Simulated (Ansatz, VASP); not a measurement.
Two plane-wave programs on Al4Co

The input INCAR:

```
SYSTEM = Al4Co
PREC     = Accurate       ! precision mode
ENCUT    = 520            ! plane-wave cutoff, eV
EDIFF    = 1E-6           ! SCF threshold, eV
ISMEAR   = 0              ! smearing method
SIGMA    = 0.1            ! smearing width, eV
LREAL    = .FALSE.        ! projectors in reciprocal space
LASPH    = .TRUE.         ! aspherical terms in the spheres
NELM     = 80             ! most SCF steps
ALGO     = Fast           ! electronic algorithm
ISIF     = 2              ! what is computed and relaxed
LWAVE    = .FALSE.        ! write WAVECAR
LCHARG   = .FALSE.        ! write CHGCAR
GGA      = PE             ! functional
NBANDS   = 18             ! bands
```

KPOINTS

```
regular mesh
0
G
  4 4 4
  0 0 0
```

POSCAR

```
Al4Co
1.0
    2.8765233802     -3.4071733343      0.0000000000
    2.8765233802      3.4071733343      0.0000000000
   -1.0633136203      0.0000000000      4.3462194633
Al Co
4 1
Direct
    0.0400378963      0.4605947743      0.0301310752
    0.4605947743      0.0400378963      0.0301310752
    0.0292588612      0.0292588612      0.4562323030
    0.5500965262      0.5500965262      0.5643124806
    0.9188018277      0.9188018277      0.9192091012
```

Input for Ansatz:

```yaml
crystal:
  lattice:
    - [2.8765233802, -3.4071733343, 0.0]
    - [2.8765233802, 3.4071733343, 0.0]
    - [-1.0633136203, 0.0, 4.3462194633]
  atoms:
    - { symbol: Al, position: [0.0400378963, 0.4605947743, 0.0301310752] }
    - { symbol: Al, position: [0.4605947743, 0.0400378963, 0.0301310752] }
    - { symbol: Al, position: [0.0292588612, 0.0292588612, 0.456232303] }
    - { symbol: Al, position: [0.5500965262, 0.5500965262, 0.5643124806] }
    - { symbol: Co, position: [0.9188018277, 0.9188018277, 0.9192091012] }
basis:
  ecutwfc: 420
kpoints:
  mp_grid: { grid: [4, 4, 4] }
hamiltonian:
  xc: pbe
scf:
  occupations: { method: gaussian, width: 0.1 }
  lower_state_search: "off"
output:
  forces: true
  stress: true
  eigenvalues: true
```

Change from the starting cell: the structure that the rattled cell fell into.

Alike in both runs: task single point; functional PBE; k mesh 4 × 4 × 4; occupations gaussian, width 0.1 eV; no spin polarisation.

```csv
,VASP,Ansatz
version,VASP 6.6.1,Ansatz 0.2.0
potentials or method,"VASP PAW PBE potentials, release 64 (Al, Co), cutoff 520 eV","scalar-relativistic, plane waves, PAW"
valence electrons in the cell,21,29
```

|  | VASP | Ansatz | Ansatz less VASP |
| --- | --- | --- | --- |
| gap on the k mesh at the Fermi level (eV) | none | none | - |
| pressure (GPa) | 0.1 | 0.2 | +0.14 |
| traceless stress, the component that is largest in VASP (GPa) | -0.56 | -0.53 | +0.032 |
| rms of the force components (eV/Å) | 0.029 | 0.030 | +0.0006 |

Atom by atom the forces differ by 0.002 eV/Å (rms over components). A gap of «none» marks a metal or a gap that the smearing closes. VASP's potentials hold 21 valence electrons a cell and Ansatz's 29, so a difference there can come from the potentials and not from the codes.

The k mesh is coarse, so the values compare programs but aren't converged.
